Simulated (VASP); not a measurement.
Input of a VASP 6.6.1 run:

File INCAR:

```
SYSTEM = Cu
  PREC = Accurate
  ENCUT = 520
  EDIFF = 1E-6
  ISMEAR = -1
  SIGMA = 0.05
  LREAL = .False.
  LASPH = .True.
  NELM = 100
  ALGO = Normal
  ISIF = 2
  LWAVE = .False.
  LCHARG = .True.
  GGA = PE
  LELF = .True.
  LVHAR = .True.
  NBANDS = 12
```

The input KPOINTS:

```
regular mesh
0
Gamma
  20 20 20
  0 0 0
```

File POSCAR:

```
Cu
1.0
    0.0000000000      1.6131620304      1.6131620304
    1.6131620304      0.0000000000      1.6131620304
    1.6131620304      1.6131620304      0.0000000000
Cu
1
Direct
    0.0000000000      0.0000000000      0.0000000000
```

Potentials or basis: VASP PAW PBE potentials, release 64 (Cu).

Launch:

```bash
$ cat potpaw_PBE.64/Cu/POTCAR > POTCAR
$ mpirun -np 1 vasp_std > vasp.out
```

Question: What does it give for the pressure?

Answer: 120.8 GPa.
